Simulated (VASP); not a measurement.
A run of VASP 6.6.1 is set up as follows.

INCAR

```
SYSTEM = BN
PREC     = Accurate       ! precision mode
ENCUT    = 520            ! plane-wave cutoff, eV
EDIFF    = 1E-6           ! SCF threshold, eV
ISMEAR   = 0              ! smearing method
SIGMA    = 0.1            ! smearing width, eV
LREAL    = .False.        ! projectors in reciprocal space
LASPH    = .True.         ! aspherical terms in the spheres
NELM     = 100            ! most SCF steps
ALGO     = Normal         ! electronic algorithm
ISIF     = 2              ! what is computed and relaxed
LWAVE    = .False.        ! write WAVECAR
LCHARG   = .False.        ! write CHGCAR
GGA      = PE             ! functional
NBANDS   = 11             ! bands
```

The input KPOINTS:

```
regular mesh
0
Gamma
  8 8 8
  0 0 0
```

Contents of POSCAR:

```
BN
1.0
    0.0000000000      2.7311586800      2.9079228400
    1.3638167500      0.0000000000      2.9079228400
    1.3638167500      2.7311586800      0.0000000000
B N
1 1
Direct
    0.0000000000      0.0000000000      0.0000000000
    0.5000000000      0.5000000000      0.5000000000
```

Potentials or basis: VASP PAW PBE potentials, release 64 (B, N).

Launch:

```sh
$ cat potpaw_PBE.64/B/POTCAR potpaw_PBE.64/N/POTCAR > POTCAR
$ mpirun -np 1 vasp_std > vasp.out
```

(1) Predict the pressure.

(2) Estimate the band gap on the k mesh.

## Answers

(1) -12.1 GPa.

(2) 2.87 eV, indirect (least direct gap 3.19 eV).
